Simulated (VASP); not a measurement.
TePb:

```
CELL_PARAMETERS angstrom
0.00000 3.23100 3.23100
3.23100 0.00000 3.23100
3.23100 3.23100 0.00000
ATOMIC_POSITIONS crystal
Te 0.50000 0.50000 0.50000
Pb 0.00000 0.00000 0.00000
```

Base run:

| Quantity | Value |
| --- | --- |
| Program | VASP 6.6.1 |
| Functional | RPBE |
| Potentials or basis | VASP PAW PBE potentials, release 64 (Te, Pb_d) |
| Cutoff | 520 eV |
| k mesh | 6 × 6 × 6 |
| Occupations | gaussian, width 0.01 eV |
| Spin | no spin polarisation |

Its results: band gap on the k mesh 0.80 eV, direct; pressure 3.6 GPa.

Problem. The run is repeated on the same cell with these changes: functional from RPBE to BLYP. What comes out?

Solution. Band gap on the k mesh 0.81 eV, direct; pressure 5.5 GPa.

Caveats: the PAW data sets were made with another functional, which shifts forces and pressure a little; spin-orbit coupling is left out, which moves the levels of the heavy elements.

A k mesh can miss the band edges.
